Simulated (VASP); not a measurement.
The system is Al2CdPb4.

```xyz
7
Lattice="3.6007 0.0000 0.0000 -1.8003 3.1183 0.0000 0.0000 0.0000 14.9194" Properties=species:S:1:pos:R:3 pbc="T T T"
Al    0.0000    0.0000    3.6215
Al    0.0000    0.0000   11.2979
Cd    0.0000    0.0000    7.4597
Pb    1.8003    1.0394    5.3004
Pb    0.0000    2.0789    9.6189
Pb    0.0000    2.0789   12.9084
Pb    1.8003    1.0394    2.0110
```

- Program: VASP 6.6.1
- Task: relaxation of cell and atoms
- Functional: PBE
- Potentials or basis: VASP PAW PBE potentials, release 64 (Al, Cd, Pb_d)
- Cutoff: 600 eV
- k mesh: 5 × 5 × 1
- Occupations: gaussian, width 0.2 eV
- Spin: no spin polarisation

At the start: pressure 19.3 GPa; volume 23.93 Å³/atom.

**Question.** How do energy, volume and symmetry change on relaxing?

**Answer.** Over 27 steps the energy falls by 461.1 meV/atom and the volume is 28.61 Å³/atom (+19.6 %); space group P-3m1 (No. 164, to 0.05 Å).

Step by step:
| step | energy change (eV) | largest force (eV/Å) | pressure (GPa) | volume (Å³) |
| --- | --- | --- | --- | --- |
| 1 | 0.0000 | 3.2108 | 19.32 | 167.51 |
| 2 | -2.3793 | 0.3158 | -3.57 | 247.65 |
| 3 | -2.7582 | 0.3740 | -0.09 | 218.39 |
| 4 | -2.7585 | 0.3417 | -0.28 | 219.50 |
| 5 | -2.7857 | 0.3248 | -0.28 | 218.57 |
| 6 | -2.8510 | 0.1634 | -0.32 | 215.68 |
| 7 | -2.8240 | 0.3197 | 0.00 | 209.51 |
| 8 | -2.8619 | 0.2170 | -0.26 | 212.92 |
| 9 | -2.8639 | 0.2007 | -0.30 | 213.73 |
| 10 | -2.8750 | 0.1617 | 0.27 | 209.97 |
| 11 | -2.8759 | 0.1759 | 0.50 | 208.55 |
| 12 | -2.8834 | 0.1976 | 0.49 | 208.31 |
| 13 | -2.9051 | 0.2647 | 0.45 | 207.59 |
| 14 | -2.9442 | 0.4065 | 0.43 | 206.13 |
| 15 | -3.0018 | 0.6680 | 0.53 | 203.11 |
| 16 | -2.9866 | 0.9245 | 1.23 | 196.65 |
| 17 | -3.0190 | 0.7783 | 0.75 | 200.82 |
| 18 | -3.0291 | 0.7614 | 0.68 | 200.89 |
| 19 | -3.0577 | 0.7038 | 0.47 | 201.06 |
| 20 | -3.1010 | 0.6286 | 0.12 | 201.39 |
| 21 | -3.0986 | 0.5983 | -0.35 | 201.91 |
| 22 | -3.1149 | 0.6267 | -0.14 | 201.67 |
| 23 | -3.1329 | 0.5789 | -0.12 | 201.43 |
| 24 | -3.1778 | 0.4286 | -0.05 | 200.74 |
| 25 | -3.2239 | 0.1089 | 0.20 | 199.34 |
| 26 | -3.2255 | 0.0764 | 0.28 | 199.01 |
| 27 | -3.2279 | 0.0565 | 0.00 | 200.27 |

Final structure:
```xyz
7
Lattice="3.8945 0.0000 0.0000 -1.9472 3.3727 0.0000 0.0000 0.0000 15.2469" Properties=species:S:1:pos:R:3 pbc="T T T"
Al    0.0000    0.0000    3.3126
Al    0.0000    0.0000   11.9344
Cd    0.0000    0.0000    7.6235
Pb    1.9472    1.1242    5.2378
Pb    0.0000    2.2485   10.0091
Pb    0.0000    2.2485   13.8975
Pb    1.9472    1.1242    1.3495
```

Caveat: the k points lie up to 0.41 Å⁻¹ apart in the final cell; the volume moved by over 15 % at a fixed basis, so the end points are rough; the relaxation stopped at a loose force limit of 0.08 eV/Å, so its end isn't a converged minimum.
